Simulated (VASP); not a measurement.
# Nb3Pb (Pm-3n) in VASP: single point with r2SCAN

Aim: the single point of Nb3Pb with r2SCAN.

All numbers are computed with VASP 6.6.1; they aren't measurements. Logs are shortened: lines on timing, memory, paths and dates and some standing lists are left out, and cuts for length are marked.

## Step 1: The cell of the first run

Symmetry: Pm-3n, No. 223, cubic system. Conventional cell: a = 5.068 Å, b = 5.068 Å, c = 5.068 Å, α = 90.00°, β = 90.00°, γ = 90.00°. Within 3.7 Å of Pb (site symmetry m-3) lie 12 Nb at 2.83 Å. Nb (site symmetry -4m2) has 10 Nb at 2.53 to 3.10 Å and 4 Pb at 2.83 Å within 3.3 Å.

## Step 2: Single point, r2SCAN

POSCAR

```
Nb3Pb
1.0
    5.0681390000      0.0000000000      0.0000000000
    0.0000000000      5.0681390000      0.0000000000
    0.0000000000      0.0000000000      5.0681390000
Pb Nb
2 6
Direct
    0.0000000000      0.0000000000      0.0000000000
    0.5000000000      0.5000000000      0.5000000000
    0.2500000000      0.0000000000      0.5000000000
    0.5000000000      0.7500000000      0.0000000000
    0.7500000000      0.0000000000      0.5000000000
    0.5000000000      0.2500000000      0.0000000000
    0.0000000000      0.5000000000      0.7500000000
    0.0000000000      0.5000000000      0.2500000000
```

INCAR.step1

```
PREC = Accurate
ENCUT = 550
ISMEAR = -1
SIGMA = 0.1
LREAL = F
LASPH = T
NELM = 120
NBANDS = 63
GGA = PE
ALGO = Normal
EDIFF = 1E-5
LWAVE = T
LCHARG = F
GGA_COMPAT = F
```

INCAR.step2

```
PREC = Accurate
ENCUT = 550
EDIFF = 1E-6
ISMEAR = -1
SIGMA = 0.1
LREAL = F
LASPH = T
NELM = 120
ALGO = Normal
ISIF = 2
LWAVE = F
LCHARG = T
METAGGA = R2SCAN
LMIXTAU = T
LELF = T
LVHAR = T
NBANDS = 63
ISTART = 1
GGA_COMPAT = F
```

KPOINTS

```
Automatic mesh
0
Gamma
  7 7 7
```

Potentials or basis: VASP PAW PBE potentials, release 64 (Pb_d, Nb_sv).

Launch:

```
> cat potpaw_PBE.64/Pb_d/POTCAR potpaw_PBE.64/Nb_sv/POTCAR > POTCAR
> cp INCAR.step1 INCAR
> mpirun -np 1 vasp_std > vasp.out
> cp INCAR.step2 INCAR
> mpirun -np 1 vasp_std > vasp.out
```

OUTCAR:

```text
PREC = Accurate
   ENCUT = 550
   EDIFF = 1E-6
   ISMEAR = -1
   LREAL = F
   LASPH = T
   NELM = 120
   ISIF = 2
   METAGGA = R2SCAN
   ISTART = 1

 ion  position               nearest neighbor table
   1  0.000  0.000  0.000-   3 2.83   4 2.83   5 2.83   6 2.83   7 2.83   8 2.83   3 2.83   5 2.83
                             7 2.83   8 2.83   4 2.83   6 2.83
   2  0.500  0.500  0.500-   3 2.83   4 2.83   5 2.83   6 2.83   7 2.83   8 2.83   4 2.83   6 2.83
                             3 2.83   5 2.83   7 2.83   8 2.83
   3  0.250  0.000  0.500-   5 2.53   5 2.53   1 2.83   1 2.83   2 2.83   2 2.83
   4  0.500  0.750  0.000-   6 2.53   6 2.53   1 2.83   2 2.83   2 2.83   1 2.83
   5  0.750  0.000  0.500-   3 2.53   3 2.53   1 2.83   1 2.83   2 2.83   2 2.83
   6  0.500  0.250  0.000-   4 2.53   4 2.53   1 2.83   2 2.83   2 2.83   1 2.83
   7  0.000  0.500  0.750-   8 2.53   8 2.53   1 2.83   2 2.83   1 2.83   2 2.83
   8  0.000  0.500  0.250-   7 2.53   7 2.53   1 2.83   2 2.83   1 2.83   2 2.83

  LATTYP: Found a simple cubic cell.
 ALAT       =     5.0681390000

  Lattice vectors:

 A1 = (   5.0681390000,   0.0000000000,   0.0000000000)
 A2 = (   0.0000000000,   5.0681390000,   0.0000000000)
 A3 = (   0.0000000000,   0.0000000000,   5.0681390000)

Analysis of symmetry for initial positions (statically):
=====================================================================
 Subroutine PRICEL returns:
 Original cell was already a primitive cell.

 Routine SETGRP: Setting up the symmetry group for a
 simple cubic supercell.

 Subroutine GETGRP returns: Found 48 space group operations
 (whereof 24 operations were pure point group operations)
 out of a pool of 48 trial point group operations.

The static configuration has the point symmetry T_h .
 The point group associated with its full space group is O_h .

Analysis of symmetry for dynamics (positions and initial velocities):
=====================================================================
 Subroutine PRICEL returns:
 Original cell was already a primitive cell.

 Routine SETGRP: Setting up the symmetry group for a
 simple cubic supercell.

 Subroutine GETGRP returns: Found 48 space group operations
 (whereof 24 operations were pure point group operations)
 out of a pool of 48 trial point group operations.

The dynamic configuration has the point symmetry T_h .
 The point group associated with its full space group is O_h .

 Subroutine INISYM returns: Found 48 space group operations
 (whereof 24 operations are pure point group operations),
 and found     1 'primitive' translations

----------------------------------------------------------------------------------------

                                     Primitive cell

  volume of cell :     130.1804

  direct lattice vectors                    reciprocal lattice vectors
     5.068139000  0.000000000  0.000000000     0.197311084  0.000000000  0.000000000
     0.000000000  5.068139000  0.000000000     0.000000000  0.197311084  0.000000000
     0.000000000  0.000000000  5.068139000     0.000000000  0.000000000  0.197311084

  length of vectors
     5.068139000  5.068139000  5.068139000     0.197311084  0.197311084  0.197311084

  position of ions in fractional coordinates (direct lattice)
     0.000000000  0.000000000  0.000000000
     0.500000000  0.500000000  0.500000000
     0.250000000  0.000000000  0.500000000
     0.500000000  0.750000000  0.000000000
     0.750000000  0.000000000  0.500000000
     0.500000000  0.250000000  0.000000000
     0.000000000  0.500000000  0.750000000
     0.000000000  0.500000000  0.250000000

  ion indices of the primitive-cell ions
   primitive index   ion index
                 1           1
                 2           2
                 3           3
                 4           4
                 5           5
                 6           6
                 7           7
                 8           8

----------------------------------------------------------------------------------------

 KPOINTS: Automatic mesh

Automatic generation of k-mesh.
 Grid dimensions read from file:
 generate k-points for:    7    7    7

 Generating k-lattice:

  Cartesian coordinates                     Fractional coordinates (reciprocal lattice)
     0.028187298  0.000000000  0.000000000     0.142857143  0.000000000  0.000000000
     0.000000000  0.028187298  0.000000000     0.000000000  0.142857143  0.000000000
     0.000000000  0.000000000  0.028187298     0.000000000  0.000000000  0.142857143

  Length of vectors
     0.028187298  0.028187298  0.028187298

  Shift w.r.t. Gamma in fractional coordinates (k-lattice)
     0.000000000  0.000000000  0.000000000

 Subroutine IBZKPT returns following result:
 ===========================================

 Found     20 irreducible k-points:

 Following reciprocal coordinates:
            Coordinates               Weight
  0.000000  0.000000  0.000000      1.000000
  0.142857  0.000000  0.000000      6.000000
  0.285714  0.000000  0.000000      6.000000
  0.428571  0.000000  0.000000      6.000000
  0.142857  0.142857  0.000000     12.000000
  0.285714  0.142857  0.000000     24.000000
[... 12 lines left out ...]
  0.428571  0.428571  0.285714     24.000000
  0.428571  0.428571  0.428571      8.000000
   k-points           NKPTS =     20   k-points in BZ     NKDIM =     20   number of bands    NBANDS=     63
   number of dos      NEDOS =    301   number of ions     NIONS =      8
   total plane-waves  NPLWV =  64000
   dimension x,y,z NGX =    40 NGY =   40 NGZ =   40
   dimension x,y,z NGXF=    80 NGYF=   80 NGZF=   80
   ions per type =               2   6
   NGX,Y,Z   is equivalent  to a cutoff of  13.12, 13.12, 13.12 a.u.
   NGXF,Y,Z  is equivalent  to a cutoff of  26.24, 26.24, 26.24 a.u.
 SYSTEM =  unknown system
   PREC   = accura    normal or accurate (medium, high low for compatibility)
   ISTART =      1    job   : 0-new  1-cont  2-samecut
   ICHARG =      0    charge: 1-file 2-atom 10-const
   ISPIN  =      1    spin polarized calculation?
   LNONCOLLINEAR =      F non collinear calculations
   LSORBIT =      F    spin-orbit coupling
   LASPH  =      T    aspherical Exc in radial PAW
   ENCUT  =  550.0 eV  40.42 Ry    6.36 a.u.   9.69  9.69  9.69*2*pi/ulx,y,z
   NELM   =    120;   NELMIN=  2; NELMDL=  0     # of ELM steps
   EDIFF  = 0.1E-05   stopping-criterion for ELM
   LREAL  =      F    real-space projection
   EDIFFG = 0.1E-04   stopping-criterion for IOM
   NSW    =      0    number of steps for IOM
   IBRION =     -1    ionic relax: 0-MD 1-quasi-New 2-CG
   NFREE  =      0    steps in history (QN), initial steepest desc. (CG)
   ISIF   =      2    stress and relaxation
   ISYM   =      2    0-nonsym 1-usesym 2-fastsym
   POTIM  = 0.5000    time-step for ionic-motion
   TEBEG  =    0.0;   TEEND  =   0.0 temperature during run
   PSTRESS=    0.0 pullay stress
   NELECT =     106.0000    total number of electrons
   NUPDOWN=      -1.0000    fix difference up-down
   EMIN   =  10.00;   EMAX   =-10.00  energy-range for DOS
   EFERMI =   0.00;   METHOD = LEGACY
   ISMEAR =    -1;   SIGMA  =   0.10  broadening in eV -4-tet -1-fermi 0-gaus
   EFERMI_NEDOS =   21; number of points for ismear=-14 and -15
   IALGO  =     38    algorithm
   IMIX   =      4    mixing-type and parameters
     AMIX     =   0.40;   BMIX     =  1.00
     AMIX_MAG =   1.60;   BMIX_MAG =  1.00
  volume/ion in A,a.u.               =      16.27       109.81
  Fermi-wavevector in a.u.,A,eV,Ry     =   1.528721  2.888864 31.796656  2.336988
  Thomas-Fermi vector in A             =   2.636441
   LORBIT       =      0    0 simple, 1 ext, 2 COOP (PROOUT), +10 PAW based schemes
   METAGGA = R2SCAN    functional components
   LHFCALC =     F    Hartree Fock is set to
   AEXX    =    0.0000 exact exchange contribution
   IVDW    =     0    specifies the selected vdW correction
   LEPSILON=     F    determine dielectric tensor
   LRPA    =     F    only Hartree local field effects (RPA)
 non-spin polarized calculation
  energy-cutoff  :      550.00
  volume of cell :      130.18
 maximum number of plane-waves:      3836
 NGX is ok and might be reduce to    40
   NGX = 19   NGY = 19   NGZ = 19

 number of electron     105.9999996 magnetization

 Free energy of the ion-electron system (eV)
  ---------------------------------------------------
  ext. energy  EPLUGINS =         0.00000000
  ---------------------------------------------------
  free energy    TOTEN  =      -259.11322198 eV

  energy without entropy =     -258.85030742  energy(sigma->0) =     -258.98176470

 E-fermi :  13.5773     XC(G=0): -14.3750

 val. band max:       13.5516445170   @ k =   0.1429   0.1429   0.0000
 cond. band min:      13.5849428883   @ k =   0.4286   0.1429   0.1429
 fundamental gap:      0.0332983714
 Fermi energy:        13.5773063237

 k-point     1 :       0.0000    0.0000    0.0000
  band No.  band energies     occupation
      1     -42.7238      2.00000
      2     -42.5822      2.00000
      3     -42.5822      2.00000
      4     -42.2130      2.00000
      5     -42.2130      2.00000
      6     -42.2130      2.00000
[... 55 lines left out ...]
     62      18.2184      0.00000
     63      18.2398      0.00000

 k-point     2 :       0.1429    0.0000    0.0000
  band No.  band energies     occupation
      1     -42.7130      2.00000
      2     -42.5875      2.00000
      3     -42.5686      2.00000
      4     -42.2339      2.00000
      5     -42.2130      2.00000
      6     -42.2130      2.00000
[... 55 lines left out ...]
     62      17.9617      0.00000
     63      18.1782      0.00000

 k-point     3 :       0.2857    0.0000    0.0000
  band No.  band energies     occupation
      1     -42.6863      2.00000
      2     -42.6027      2.00000
      3     -42.5263      2.00000
      4     -42.2916      2.00000
      5     -42.2130      2.00000
      6     -42.2130      2.00000
[... 1111 lines left out ...]
     62      16.5271      0.00000
     63      16.7455      0.00000

 k-point    20 :       0.4286    0.4286    0.4286
  band No.  band energies     occupation
      1     -42.4850      2.00000
      2     -42.4664      2.00000
      3     -42.4664      2.00000
      4     -42.3827      2.00000
      5     -42.3827      2.00000
      6     -42.3711      2.00000
[... 55 lines left out ...]
     62      16.4770      0.00000
     63      16.9080      0.00000

------------------------ aborting loop because EDIFF is reached ----------------------------------------

  FORCE on cell =-STRESS in cart. coord.  units (eV):
  Direction    XX          YY          ZZ          XY          YZ          ZX
  --------------------------------------------------------------------------------------
  -------------------------------------------------------------------------------------
  Total       30.8741862     30.8741862     30.8741862      0.0000000     -0.0000000     -0.0000000
  in kB      379.9798347    379.9798347    379.9798347      0.0000000     -0.0000000     -0.0000000
  external PRESSURE =     379.9798347 kB  Pullay stress =       0.0000000 kB

 VOLUME and BASIS-vectors are now :
 -----------------------------------------------------------------------------
  energy-cutoff  :      550.00
  volume of cell :      130.18
      direct lattice vectors                 reciprocal lattice vectors
     5.068139000  0.000000000  0.000000000     0.197311084  0.000000000  0.000000000
     0.000000000  5.068139000  0.000000000     0.000000000  0.197311084  0.000000000
     0.000000000  0.000000000  5.068139000     0.000000000  0.000000000  0.197311084

 POSITION                                       TOTAL-FORCE (eV/Angst)
 -----------------------------------------------------------------------------------
      0.00000      0.00000      0.00000         0.000000     -0.000000      0.000000
      2.53407      2.53407      2.53407         0.000000     -0.000000      0.000000
      1.26703      0.00000      2.53407         0.000000      0.000000      0.000000
      2.53407      3.80110      0.00000         0.000000     -0.000000     -0.000000
      3.80110      0.00000      2.53407        -0.000000      0.000000     -0.000000
      2.53407      1.26703      0.00000         0.000000      0.000000     -0.000000
      0.00000      2.53407      3.80110         0.000000     -0.000000     -0.000000
      0.00000      2.53407      1.26703        -0.000000      0.000000      0.000000
 -----------------------------------------------------------------------------------
    total drift:                                0.000000     -0.000000      0.000000

  FREE ENERGIE OF THE ION-ELECTRON SYSTEM (eV)
  ---------------------------------------------------
  free  energy   TOTEN  =      -259.1132219752 eV

  energy  without entropy=     -258.8503074202  energy(sigma->0) =     -258.98176470
```

It took 6.3 min on 1 thread of Intel Xeon Platinum 8559C (Emerald Rapids), shared host; peak memory 0.33 GiB.

What came out:

| Quantity | Value |
| --- | --- |
| Free energy | -259.1132 eV |
| Pressure | 38.0 GPa |
| Band gap on the k mesh | zero (bands 53 and 54 overlap by 0.46 eV) |

Levels at points of the mesh, in eV from the Fermi level:
| k point | band 51 | band 52 | band 53 | band 54 | band 55 | band 56 |
| --- | --- | --- | --- | --- | --- | --- |
| (0.00, 0.00, 0.00) | -0.71 | -0.71 | -0.17 | -0.17 | 2.44 | 2.74 |

Caveat: the cell stands under pressure; the PAW data sets were made with another functional, which shifts forces and pressure a little; spin-orbit coupling is left out, which moves the levels of the heavy elements.
